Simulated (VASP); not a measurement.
Runs of VASP 6.6.1 on Ti. The structure is that of space group P6/mmm (No. 191), or close to it. The cells are those of the table. This isn't the form of Ti at room conditions, which is hcp.

| cell | gap on the mesh (eV) | pressure (GPa) |
| --- | --- | --- |
| a = 4.488, b = 4.488, c = 2.826 Å, angles 90.0, 90.0, 120.0°, 3 atoms | none | -0.1 |
| a = 4.461, b = 4.461, c = 2.933 Å, angles 90.0, 90.0, 120.0°, 3 atoms | none | (a) |
| a = 4.407, b = 4.407, c = 2.933 Å, angles 90.0, 90.0, 120.0°, 3 atoms | none | -0.2 |
| a = 4.596, b = 4.596, c = 3.000 Å, angles 90.0, 90.0, 120.0°, 3 atoms | none | (b) |
| a = 4.650, b = 4.650, c = 2.714 Å, angles 90.0, 90.0, 120.0°, 3 atoms | none | -3.0 |

Alike in all rows: task single point; level PBEsol; potentials or basis VASP PAW PBE potentials, release 64 (Ti_sv); no spin polarisation; k mesh 12 × 12 × 14; cutoff (eV) 520; smearing gaussian 0.15 eV.

Estimate the missing entries.

(a) -3.3; (b) -10.6.

Caveats: the PAW data sets were made with another functional, which shifts forces and pressure a little; the stress differs along the axes, from -10 to 0 GPa (at least some runs); the stress differs along the axes, from -9 to 4 GPa (at least some runs); the stress differs along the axes, from -16 to -8 GPa (at least some runs); the stress differs along the axes, from -7 to 4 GPa (at least some runs).

A gap of «none» marks levels without a gap at the run's occupations.
